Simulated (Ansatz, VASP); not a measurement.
# Tl: VASP beside Ansatz

File INCAR:

```
  ALGO = Normal
  EDIFF = 1E-8
  ENCUT = 520
  GGA = PS
  ISIF = 2
  ISMEAR = -1
  LASPH = T
  LCHARG = F
  LEFG = T
  LREAL = F
  LWAVE = F
  NBANDS = 20
  NELM = 80
  PREC = Accurate
  SIGMA = 0.05
```

File KPOINTS:

```
k-points
0
Gamma
  8 8 8
```

File POSCAR:

```
Tl
1.0
    0.0000000000      3.4017220227      3.4017220227
    3.4017220227      0.0000000000      3.4017220227
    3.4017220227      3.4017220227      0.0000000000
Tl
2
Direct
   -0.2600000000     -0.0800000000     -0.0800000000
    0.2600000000      0.0800000000      0.0800000000
```

Input for Ansatz:

```yaml
crystal:
  lattice:
    - [0.0, 3.4017220227, 3.4017220227]
    - [3.4017220227, 0.0, 3.4017220227]
    - [3.4017220227, 3.4017220227, 0.0]
  atoms:
    - { symbol: Tl, position: [-0.26, -0.08, -0.08] }
    - { symbol: Tl, position: [0.26, 0.08, 0.08] }
kpoints:
  mp_grid: { grid: [8, 8, 8] }
scf:
  occupations: { method: fermi_dirac, width: 0.05 }
hamiltonian:
  xc: pbesol
  pseudopotentials: { kind: paw }
output:
  forces: true
  stress: true
  eigenvalues: true
  efg: { contact_densities: true }
  populations: true
```

Change from the starting cell: shortest bond scaled by 0.64, PAW files.

Alike in both runs: task electric field gradients; functional PBEsol; k mesh 8 × 8 × 8; occupations fermi-dirac, width 0.05 eV; no spin polarisation.

|  | VASP | Ansatz |
| --- | --- | --- |
| version | VASP 6.6.1 | Ansatz 0.2.0 |
| potentials or method | VASP PAW PBE potentials, release 64 (Tl_d) | PAW with Ansatz's default frozen-core files, scalar-relativistic |
| plane-wave cutoff (eV) | 520 | 420 |
| valence electrons in the cell | 26 | 26 |

Ansatz gave:

- pressure (GPa): 49.5
- traceless stress, the component that is largest in VASP (GPa): -53.37
- rms of the force components (eV/Å): 24.390
- size of Vzz on the site where it differs most (V/Å²): 538.4

Question: Estimate VASP's values.

Answer: Pressure (GPa): 48.1; traceless stress, the component that is largest in VASP (GPa): -52.08; rms of the force components (eV/Å): 23.820; size of Vzz on the site where it differs most (V/Å²): 866.5.

VASP's potentials were made for PBE, not for PBEsol. Atom by atom the forces differ by 0.570 eV/Å (rms over components). Both programs put the cell under a high pressure, so it lies far from rest at this level.

Spin-orbit coupling is off throughout.
